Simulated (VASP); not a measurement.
# LiF (base) (Fm-3m) in VASP: a series of runs

LiF (base) is run at these levels: PBE; tasks: single point, relaxation of cell and atoms.

Program: VASP 6.6.1. These are calculated values, not measurements. Logs are shortened: lines on timing, memory, paths and dates and some standing lists are left out, and cuts for length are marked.

## (1) The cell of the first run

Symmetry: Fm-3m, No. 225, cubic system. Conventional cell: a = 4.028 Å, b = 4.028 Å, c = 4.028 Å, α = 90.00°, β = 90.00°, γ = 90.00°. Li (site symmetry m-3m) has 6 F at 2.01 Å within 2.7 Å. F (site symmetry m-3m) has 6 Li at 2.01 Å within 2.7 Å.

## (2) Single point, PBE

INCAR

```
  PREC = Accurate
  ENCUT = 520
  EDIFF = 1E-6
  ISMEAR = 0
  SIGMA = 0.1
  LREAL = F
  LASPH = T
  NELM = 100
  ALGO = Normal
  ISIF = 2
  LWAVE = F
  LCHARG = T
  GGA = PE
  LELF = T
  LVHAR = T
  NBANDS = 12
```

KPOINTS

```
Automatic mesh
0
Gamma
  8 8 8
```

POSCAR

```
LiF
1.0
    0.0000000000      2.0140000000      2.0140000000
    2.0140000000      0.0000000000      2.0140000000
    2.0140000000      2.0140000000      0.0000000000
Li F
1 1
Direct
    0.0000000000      0.0000000000      0.0000000000
    0.5000000000      0.5000000000      0.5000000000
```

Potentials or basis: VASP PAW PBE potentials, release 64 (Li_sv, F).

Launch:

```
cat potpaw_PBE.64/Li_sv/POTCAR potpaw_PBE.64/F/POTCAR > POTCAR
mpirun -np 1 vasp_std > vasp.out
```

OUTCAR:

```text
PREC = Accurate
   ENCUT = 520
   EDIFF = 1E-6
   ISMEAR = 0
   LREAL = F
   LASPH = T
   NELM = 100
   ISIF = 2
   GGA = PE

 ion  position               nearest neighbor table
   1  0.000  0.000  0.000-   2 2.01   2 2.01   2 2.01   2 2.01   2 2.01   2 2.01
   2  0.500  0.500  0.500-   1 2.01   1 2.01   1 2.01   1 2.01   1 2.01   1 2.01

  LATTYP: Found a face centered cubic cell.
 ALAT       =     4.0280000000

  Lattice vectors:

 A1 = (   0.0000000000,   2.0140000000,   2.0140000000)
 A2 = (   2.0140000000,   0.0000000000,   2.0140000000)
 A3 = (   2.0140000000,   2.0140000000,   0.0000000000)

Analysis of symmetry for initial positions (statically):
=====================================================================
 Subroutine PRICEL returns:
 Original cell was already a primitive cell.

 Routine SETGRP: Setting up the symmetry group for a
 face centered cubic supercell.

 Subroutine GETGRP returns: Found 48 space group operations
 (whereof 48 operations were pure point group operations)
 out of a pool of 48 trial point group operations.

The static configuration has the point symmetry O_h .

Analysis of symmetry for dynamics (positions and initial velocities):
=====================================================================
 Subroutine PRICEL returns:
 Original cell was already a primitive cell.

 Routine SETGRP: Setting up the symmetry group for a
 face centered cubic supercell.

 Subroutine GETGRP returns: Found 48 space group operations
 (whereof 48 operations were pure point group operations)
 out of a pool of 48 trial point group operations.

The dynamic configuration has the point symmetry O_h .

 Subroutine INISYM returns: Found 48 space group operations
 (whereof 48 operations are pure point group operations),
 and found     1 'primitive' translations

----------------------------------------------------------------------------------------

                                     Primitive cell

  volume of cell :      16.3384

  direct lattice vectors                    reciprocal lattice vectors
     0.000000000  2.014000000  2.014000000    -0.248262165  0.248262165  0.248262165
     2.014000000  0.000000000  2.014000000     0.248262165 -0.248262165  0.248262165
     2.014000000  2.014000000  0.000000000     0.248262165  0.248262165 -0.248262165

  length of vectors
     2.848226115  2.848226115  2.848226115     0.430002683  0.430002683  0.430002683

  position of ions in fractional coordinates (direct lattice)
     0.000000000  0.000000000  0.000000000
     0.500000000  0.500000000  0.500000000

  ion indices of the primitive-cell ions
   primitive index   ion index
                 1           1
                 2           2

----------------------------------------------------------------------------------------

 KPOINTS: Automatic mesh

Automatic generation of k-mesh.
 Grid dimensions read from file:
 generate k-points for:    8    8    8

 Generating k-lattice:

  Cartesian coordinates                     Fractional coordinates (reciprocal lattice)
    -0.031032771  0.031032771  0.031032771     0.125000000  0.000000000  0.000000000
     0.031032771 -0.031032771  0.031032771     0.000000000  0.125000000  0.000000000
     0.031032771  0.031032771 -0.031032771     0.000000000  0.000000000  0.125000000

  Length of vectors
     0.053750335  0.053750335  0.053750335

  Shift w.r.t. Gamma in fractional coordinates (k-lattice)
     0.000000000  0.000000000  0.000000000

 Subroutine IBZKPT returns following result:
 ===========================================

 Found     29 irreducible k-points:

 Following reciprocal coordinates:
            Coordinates               Weight
  0.000000  0.000000  0.000000      1.000000
  0.125000  0.000000  0.000000      8.000000
  0.250000  0.000000  0.000000      8.000000
  0.375000  0.000000  0.000000      8.000000
  0.500000  0.000000  0.000000      4.000000
  0.125000  0.125000  0.000000      6.000000
[... 16 lines left out ...]
  0.500000  0.250000  0.125000     48.000000
 -0.375000  0.250000  0.125000     24.000000
 [... further k-points ...]
   k-points           NKPTS =     29   k-points in BZ     NKDIM =     29   number of bands    NBANDS=     12
   number of dos      NEDOS =    301   number of ions     NIONS =      2
   total plane-waves  NPLWV =  13824
   dimension x,y,z NGX =    24 NGY =   24 NGZ =   24
   dimension x,y,z NGXF=    48 NGYF=   48 NGZF=   48
   ions per type =               1   1
   NGX,Y,Z   is equivalent  to a cutoff of  14.01, 14.01, 14.01 a.u.
   NGXF,Y,Z  is equivalent  to a cutoff of  28.02, 28.02, 28.02 a.u.
 SYSTEM =  unknown system
   PREC   = accura    normal or accurate (medium, high low for compatibility)
   ISTART =      0    job   : 0-new  1-cont  2-samecut
   ICHARG =      2    charge: 1-file 2-atom 10-const
   ISPIN  =      1    spin polarized calculation?
   LNONCOLLINEAR =      F non collinear calculations
   LSORBIT =      F    spin-orbit coupling
   LASPH  =      T    aspherical Exc in radial PAW
   ENCUT  =  520.0 eV  38.22 Ry    6.18 a.u.   5.30  5.30  5.30*2*pi/ulx,y,z
   NELM   =    100;   NELMIN=  2; NELMDL= -5     # of ELM steps
   EDIFF  = 0.1E-05   stopping-criterion for ELM
   LREAL  =      F    real-space projection
   EDIFFG = 0.1E-04   stopping-criterion for IOM
   NSW    =      0    number of steps for IOM
   IBRION =     -1    ionic relax: 0-MD 1-quasi-New 2-CG
   NFREE  =      0    steps in history (QN), initial steepest desc. (CG)
   ISIF   =      2    stress and relaxation
   ISYM   =      2    0-nonsym 1-usesym 2-fastsym
   POTIM  = 0.5000    time-step for ionic-motion
   TEBEG  =    0.0;   TEEND  =   0.0 temperature during run
   PSTRESS=    0.0 pullay stress
   NELECT =      10.0000    total number of electrons
   NUPDOWN=      -1.0000    fix difference up-down
   EMIN   =  10.00;   EMAX   =-10.00  energy-range for DOS
   EFERMI =   0.00;   METHOD = LEGACY
   ISMEAR =     0;   SIGMA  =   0.10  broadening in eV -4-tet -1-fermi 0-gaus
   EFERMI_NEDOS =   21; number of points for ismear=-14 and -15
   IALGO  =     38    algorithm
   IMIX   =      4    mixing-type and parameters
     AMIX     =   0.40;   BMIX     =  1.00
     AMIX_MAG =   1.60;   BMIX_MAG =  1.00
  volume/ion in A,a.u.               =       8.17        55.13
  Fermi-wavevector in a.u.,A,eV,Ry     =   1.389970  2.626662 26.286674  1.932016
  Thomas-Fermi vector in A             =   2.513950
   LORBIT       =      0    0 simple, 1 ext, 2 COOP (PROOUT), +10 PAW based schemes
   GGA     = PE    functional components
   LHFCALC =     F    Hartree Fock is set to
   AEXX    =    0.0000 exact exchange contribution
   IVDW    =     0    specifies the selected vdW correction
   LEPSILON=     F    determine dielectric tensor
   LRPA    =     F    only Hartree local field effects (RPA)
 non-spin polarized calculation
 Gauss-broadening in eV      SIGMA  =   0.10
  energy-cutoff  :      520.00
  volume of cell :       16.34
 maximum number of plane-waves:       459
 NGX is ok and might be reduce to    24
   NGX = 11   NGY = 11   NGZ = 11

 number of electron      10.0000000 magnetization

 number of electron       9.9999992 magnetization

 Free energy of the ion-electron system (eV)
  ---------------------------------------------------
  ext. energy  EPLUGINS =         0.00000000
  ---------------------------------------------------
  free energy    TOTEN  =        -9.63760144 eV

  energy without entropy =       -9.63760144  energy(sigma->0) =       -9.63760144

 E-fermi :  -0.5941     XC(G=0):  -9.9825

 val. band max:       -1.0185841826   @ k =   0.0000   0.0000   0.0000
 cond. band min:       8.0685663871   @ k =   0.0000   0.0000   0.0000
 fundamental gap:      9.0871505697
 Fermi energy:        -0.5940942669

 k-point     1 :       0.0000    0.0000    0.0000
  band No.  band energies     occupation
      1     -41.9391      2.00000
      2     -20.9935      2.00000
      3      -1.0186      2.00000
      4      -1.0186      2.00000
      5      -1.0186      2.00000
      6       8.0686      0.00000
      7      22.9474      0.00000
      8      22.9474      0.00000
      9      22.9474      0.00000
     10      23.3054      0.00000
     11      23.3054      0.00000
     12      23.3054      0.00000

 k-point     2 :       0.1250    0.0000    0.0000
  band No.  band energies     occupation
      1     -41.9304      2.00000
      2     -20.9329      2.00000
      3      -1.4535      2.00000
      4      -1.0537      2.00000
      5      -1.0537      2.00000
      6       8.5084      0.00000
      7      19.5695      0.00000
      8      21.3134      0.00000
      9      21.3134      0.00000
     10      24.6076      0.00000
     11      24.6585      0.00000
     12      24.6585      0.00000

 k-point     3 :       0.2500    0.0000    0.0000
  band No.  band energies     occupation
      1     -41.9097      2.00000
      2     -20.7832      2.00000
      3      -2.3869      2.00000
      4      -1.1359      2.00000
      5      -1.1359      2.00000
      6       9.3275      0.00000
      7      16.9267      0.00000
      8      19.5316      0.00000
      9      19.5316      0.00000
     10      26.0034      0.00000
     11      26.5076      0.00000
     12      26.5076      0.00000

 k-point     4 :       0.3750    0.0000    0.0000
  band No.  band energies     occupation
      1     -41.8889      2.00000
      2     -20.6256      2.00000
      3      -3.2138      2.00000
      4      -1.2147      2.00000
      5      -1.2147      2.00000
      6       9.7328      0.00000
      7      15.8597      0.00000
      8      18.3059      0.00000
      9      18.3060      0.00000
     10      27.9076      0.00000
     11      28.7303      0.00000
     12      28.7303      0.00000

 k-point     5 :       0.5000    0.0000    0.0000
  band No.  band energies     occupation
      1     -41.8804      2.00000
      2     -20.5580      2.00000
      3      -3.5351      2.00000
      4      -1.2463      2.00000
      5      -1.2463      2.00000
      6       9.7543      0.00000
      7      15.7218      0.00000
      8      17.8767      0.00000
      9      17.8767      0.00000
     10      29.3496      0.00000
     11      30.0106      0.00000
     12      30.0106      0.00000
[... 228 lines left out ...]
      1     -41.8654      2.00000
      2     -20.2934      2.00000
      3      -4.0236      2.00000
      4      -2.0161      2.00000
      5      -2.0161      2.00000
      6      13.7925      0.00000
      7      15.4542      0.00000
      8      16.4326      0.00000
      9      19.2185      0.00000
     10      19.2185      0.00000
     11      32.2334      0.00000
     12      37.1964      0.00000

 k-point    22 :       0.3750    0.2500    0.1250
  band No.  band energies     occupation
      1     -41.8951      2.00000
      2     -20.6474      2.00000
      3      -2.6466      2.00000
      4      -1.7761      2.00000
      5      -1.3088      2.00000
      6      10.4735      0.00000
      7      16.0436      0.00000
      8      18.6186      0.00000
      9      19.1245      0.00000
     10      22.7028      0.00000
     11      30.1173      0.00000
     12      30.1670      0.00000

 k-point    23 :       0.5000    0.2500    0.1250
  band No.  band energies     occupation
      1     -41.8790      2.00000
      2     -20.5029      2.00000
      3      -3.1369      2.00000
      4      -2.1302      2.00000
      5      -1.4309      2.00000
      6      11.2748      0.00000
      7      14.9471      0.00000
      8      18.0561      0.00000
      9      18.4785      0.00000
     10      24.6998      0.00000
     11      29.2945      0.00000
     12      32.0091      0.00000

 k-point    24 :      -0.3750    0.2500    0.1250
  band No.  band energies     occupation
      1     -41.8724      2.00000
      2     -20.4412      2.00000
      3      -3.3459      2.00000
      4      -2.2450      2.00000
      5      -1.4990      2.00000
      6      11.4958      0.00000
      7      14.7227      0.00000
      8      17.9386      0.00000
      9      18.1471      0.00000
     10      26.5898      0.00000
     11      27.6972      0.00000
     12      33.2217      0.00000

 [... further k-points ...]

------------------------ aborting loop because EDIFF is reached ----------------------------------------

  FORCE on cell =-STRESS in cart. coord.  units (eV):
  Direction    XX          YY          ZZ          XY          YZ          ZX
  --------------------------------------------------------------------------------------
  -------------------------------------------------------------------------------------
  Total        0.1687606      0.1687606      0.1687606     -0.0000000     -0.0000000      0.0000000
  in kB       16.5490545     16.5490545     16.5490545     -0.0000000     -0.0000000      0.0000000
  external PRESSURE =      16.5490545 kB  Pullay stress =       0.0000000 kB

 VOLUME and BASIS-vectors are now :
 -----------------------------------------------------------------------------
  energy-cutoff  :      520.00
  volume of cell :       16.34
      direct lattice vectors                 reciprocal lattice vectors
     0.000000000  2.014000000  2.014000000    -0.248262165  0.248262165  0.248262165
     2.014000000  0.000000000  2.014000000     0.248262165 -0.248262165  0.248262165
     2.014000000  2.014000000  0.000000000     0.248262165  0.248262165 -0.248262165

 POSITION                                       TOTAL-FORCE (eV/Angst)
 -----------------------------------------------------------------------------------
      0.00000      0.00000      0.00000        -0.000000      0.000000      0.000000
      2.01400      2.01400      2.01400         0.000000      0.000000     -0.000000
 -----------------------------------------------------------------------------------
    total drift:                               -0.000000     -0.000000      0.000000

  FREE ENERGIE OF THE ION-ELECTRON SYSTEM (eV)
  ---------------------------------------------------
  free  energy   TOTEN  =        -9.6376014372 eV

  energy  without entropy=       -9.6376014372  energy(sigma->0) =       -9.63760144
```

It took 5.6 s on 1 thread of Intel Xeon Platinum 8259CL at 2.50GHz (Skylake/Cascade Lake), shared host; peak memory 0.13 GiB.

Results:

| Quantity | Value |
| --- | --- |
| Free energy | -9.6376 eV |
| Band gap on the k mesh | 9.09 eV, direct |

Caveat: the cutoff is under 1.25 times the usual one of these potentials, so pressure, stress and relaxed cells hold a basis-set (Pulay) error. A k mesh can miss the band edges.

## (3) Single point, PBE

This run uses another cell than the first one, of 8.41 Å³/atom, 1.030 times its volume.

INCAR

```
SYSTEM = LiF
PREC = Accurate ; ENCUT = 520
EDIFF = 1E-6 ; ISMEAR = 0
SIGMA = 0.02 ; LREAL = .False.
LASPH = .True. ; NELM = 60
ALGO = Normal ; ISIF = 2
LWAVE = .False. ; LCHARG = .True.
GGA = PE ; LELF = .True.
LVHAR = .True. ; NBANDS = 12
```

KPOINTS

```
regular mesh
0
Gamma
  10 10 10
  0 0 0
```

POSCAR

```
LiF
1.0
    0.0000000000      2.0338385521      2.0338385521
    2.0338385521      0.0000000000      2.0338385521
    2.0338385521      2.0338385521      0.0000000000
Li F
1 1
Direct
    0.0000000000      0.0000000000      0.0000000000
    0.5000000000      0.5000000000      0.5000000000
```

Potentials or basis: VASP PAW PBE potentials, release 64 (Li_sv, F).

Launch:

```
cat potpaw_PBE.64/Li_sv/POTCAR potpaw_PBE.64/F/POTCAR > POTCAR
mpirun -np 1 vasp_std > vasp.out
```

OUTCAR:

```text
SYSTEM = LiF
   PREC = Accurate
   ENCUT = 520
   EDIFF = 1E-6
   ISMEAR = 0
   LREAL = .False.
   LASPH = .True.
   NELM = 60
   ISIF = 2
   GGA = PE

 ion  position               nearest neighbor table
   1  0.000  0.000  0.000-   2 2.03   2 2.03   2 2.03   2 2.03   2 2.03   2 2.03
   2  0.500  0.500  0.500-   1 2.03   1 2.03   1 2.03   1 2.03   1 2.03   1 2.03

  LATTYP: Found a face centered cubic cell.
 ALAT       =     4.0676771042

  Lattice vectors:

 A1 = (   0.0000000000,   2.0338385521,   2.0338385521)
 A2 = (   2.0338385521,   0.0000000000,   2.0338385521)
[... 549 lines left out ...]

  FORCE on cell =-STRESS in cart. coord.  units (eV):
  Direction    XX          YY          ZZ          XY          YZ          ZX
  --------------------------------------------------------------------------------------
  -------------------------------------------------------------------------------------
  Total       -0.0464841     -0.0464841     -0.0464841      0.0000000      0.0000000     -0.0000000
  in kB       -4.4262478     -4.4262478     -4.4262478      0.0000000      0.0000000     -0.0000000
  external PRESSURE =      -4.4262478 kB  Pullay stress =       0.0000000 kB

 VOLUME and BASIS-vectors are now :
 -----------------------------------------------------------------------------
  energy-cutoff  :      520.00
  volume of cell :       16.83
      direct lattice vectors                 reciprocal lattice vectors
     0.000000000  2.033838552  2.033838552    -0.245840556  0.245840556  0.245840556
     2.033838552  0.000000000  2.033838552     0.245840556 -0.245840556  0.245840556
     2.033838552  2.033838552  0.000000000     0.245840556  0.245840556 -0.245840556

 POSITION                                       TOTAL-FORCE (eV/Angst)
 -----------------------------------------------------------------------------------
      0.00000      0.00000      0.00000         0.000000      0.000000      0.000000
      2.03384      2.03384      2.03384         0.000000      0.000000      0.000000
 -----------------------------------------------------------------------------------
    total drift:                               -0.000000     -0.000000      0.000000

  FREE ENERGIE OF THE ION-ELECTRON SYSTEM (eV)
  ---------------------------------------------------
  free  energy   TOTEN  =        -9.6409541991 eV

  energy  without entropy=       -9.6409541991  energy(sigma->0) =       -9.64095420
```

OSZICAR:

```text
N       E                     dE             d eps       ncg     rms          rms(c)
DAV:   1     0.318068661402E+02    0.31807E+02   -0.53381E+03  1152   0.824E+02
DAV:   2    -0.895516349595E+01   -0.40762E+02   -0.40012E+02  1380   0.186E+02
DAV:   3    -0.101386658150E+02   -0.11835E+01   -0.11796E+01  1468   0.277E+01
DAV:   4    -0.101526444544E+02   -0.13979E-01   -0.13978E-01  1304   0.329E+00
DAV:   5    -0.101527930712E+02   -0.14862E-03   -0.14862E-03  1472   0.251E-01    0.455E+00
DAV:   6    -0.962960539107E+01    0.52319E+00   -0.25544E+00  1244   0.982E+00    0.141E+00
DAV:   7    -0.963387922178E+01   -0.42738E-02   -0.17482E-02  1508   0.117E+00    0.867E-01
DAV:   8    -0.964083896250E+01   -0.69597E-02   -0.15655E-02  1376   0.129E+00    0.113E-01
DAV:   9    -0.964086425354E+01   -0.25291E-04   -0.93478E-04  1320   0.274E-01    0.438E-02
DAV:  10    -0.964095070092E+01   -0.86447E-04   -0.14424E-04  1292   0.920E-02    0.147E-02
DAV:  11    -0.964095368032E+01   -0.29794E-05   -0.59579E-06  1440   0.231E-02    0.159E-03
DAV:  12    -0.964095419906E+01   -0.51874E-06   -0.54038E-07  1316   0.642E-03
   1 F= -.96409542E+01 E0= -.96409542E+01  d E =-.712238E-25
```

stdout:

```text
POSCAR found type information on POSCAR LiF
 POSCAR found :  2 types and       2 ions
 scaLAPACK will be used
 LDA part: xc-table for (Slater+PW92), standard interpolation
 POSCAR, INCAR and KPOINTS ok, starting setup
 FFT: planning ... GRIDC
 FFT: planning ... GRID_SOFT
 FFT: planning ... GRID
 WAVECAR not read
 entering main loop
```

It took 7.7 s on 1 thread of Intel Xeon Platinum 8259CL at 2.50GHz (Skylake/Cascade Lake), shared host; peak memory 0.13 GiB.

Results:

| Item | Value |
| --- | --- |
| Free energy | -9.6410 eV |
| Band gap on the k mesh | 8.83 eV, direct |

Levels at points of the mesh, in eV from the valence-band top:
| k point | band 3 | band 4 | band 5 | band 6 | band 7 | band 8 |
| --- | --- | --- | --- | --- | --- | --- |
| (0.00, 0.00, 0.00) | 0.00 | 0.00 | 0.00 | 8.83 | 23.58 | 23.58 |
| (0.50, 0.00, 0.00) | -2.43 | -0.22 | -0.22 | 10.62 | 16.39 | 18.66 |
| (0.50, 0.50, 0.00) | -2.88 | -0.96 | -0.96 | 14.54 | 16.33 | 17.10 |

Caveat: the cutoff is under 1.25 times the usual one of these potentials, so pressure, stress and relaxed cells hold a basis-set (Pulay) error. A k mesh can miss the band edges.

(Continued in part 2 of 2.)
